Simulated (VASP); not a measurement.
A run of VASP 6.6.1 is set up as follows.

File INCAR:

```
SYSTEM = Ge
PREC = Accurate ; ENCUT = 520
EDIFF = 1E-7 ; ISMEAR = 0
SIGMA = 0.15 ; LREAL = .FALSE.
LASPH = .TRUE. ; NELM = 60
ALGO = Normal ; ISIF = 2
LWAVE = .FALSE. ; LCHARG = .FALSE.
GGA = PS ; NBANDS = 21
```

File KPOINTS:

```
regular mesh
0
G
  14 14 14
  0 0 0
```

The input POSCAR:

```
Ge
1.0
    0.0000000000      2.6873315000      2.6873315000
    2.6873315000      0.0000000000      2.6873315000
    2.6873315000      2.6873315000      0.0000000000
Ge
2
Direct
    0.5000000000      0.5000000000      0.5000000000
    0.7500000000      0.7500000000      0.7500000000
```

Potentials or basis: VASP PAW PBE potentials, release 64 (Ge_d).

Launch:

```console
$ cat potpaw_PBE.64/Ge_d/POTCAR > POTCAR
$ mpirun -np 1 vasp_std > vasp.out
```

(1) What does it give for the pressure?

(2) Estimate the band gap on the k mesh.

Results:

(1) 16.1 GPa.

(2) 0.24 eV, indirect (least direct gap 1.47 eV).

Caveat: the cell differs from its parent crystal (strain -0.050 along x and y, -0.050 along z); the PAW data sets were made with another functional, which shifts forces and pressure a little.
